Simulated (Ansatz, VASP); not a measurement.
# One calculation of Ca, two programs

```
CELL_PARAMETERS angstrom
3.70986 -2.45193 0.00000
3.70986 2.45193 0.00000
0.00000 0.00000 10.00204
ATOMIC_POSITIONS crystal
Ca 0.85000 0.15000 0.11700
Ca 0.65000 0.35000 0.61700
Ca 0.15000 0.85000 0.88300
Ca 0.35000 0.65000 0.38300
```

Alike in both runs: task relaxation of cell and atoms; functional PBEsol; k mesh 4 × 4 × 2; occupations gaussian, width 0.1 eV; no spin polarisation.

|  | VASP | Ansatz |
| --- | --- | --- |
| version | VASP 6.6.1 | Ansatz 0.2.0 |
| potentials or method | VASP PAW PBE potentials, release 64 (Ca_sv), cutoff 600 eV | scalar-relativistic, plane waves, PAW |
| valence electrons in the cell | 40 | 40 |

Ansatz gave:

| Item | Value |
| --- | --- |
| gap on the k mesh at the Fermi level, each at its own relaxed structure (eV) | none |
| relaxed volume (Å³/atom) | 41.25 |
| relaxed cell length with the largest relative difference (Å) | 3.881 |

Problem. Which values does VASP return?

Solution. gap on the k mesh at the Fermi level, each at its own relaxed structure (eV): none; relaxed volume (Å³/atom): 40.98; relaxed cell length with the largest relative difference (Å): 3.869.

VASP's potentials were made for PBE, not for PBEsol. A gap of «none» marks a metal or a gap that the smearing closes.

The k mesh is coarse, so the values compare programs but aren't converged.
